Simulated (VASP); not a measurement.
Runs of VASP 6.6.1 on Na4Au. The structure is that of space group P-6m2 (No. 187), or close to it. The cells are those of the table. 

```csv
task,cell,k mesh,cutoff (eV),gap on the mesh (eV),pressure (GPa),largest force (eV/Å)
relaxation of cell and atoms,"relaxed from a = 5.284, b = 5.284, c = 8.007 Å, angles 90.0, 90.0, 120.0°, 5 atoms",6 × 6 × 2,600,none,0.0,0.02
single point,"a = 4.815, b = 4.815, c = 9.775 Å, angles 90.0, 90.0, 120.0°, 5 atoms",6 × 6 × 2,520,none,0.0,0.01
single point,"a = 4.794, b = 4.794, c = 9.912 Å, angles 90.0, 90.0, 120.0°, 5 atoms",12 × 12 × 4,520,none,0.0,-
single point,"a = 5.284, b = 5.284, c = 8.007 Å, angles 90.0, 90.0, 120.0°, 5 atoms",6 × 6 × 2,520,none,(a),0.89
```

Alike in all rows: level PBE; potentials or basis VASP PAW PBE potentials, release 64 (Na_pv, Au); no spin polarisation; smearing gaussian 0.1 eV.

Task: Fill in the values left out.

Result: (a) 0.3.

Caveats: some runs use coarse meshes; spin-orbit coupling is left out, which moves the levels of the heavy elements.

A k mesh can miss the band edges, and the runs leave out spin-orbit coupling on Au.

A gap of «none» marks levels without a gap at the run's occupations.
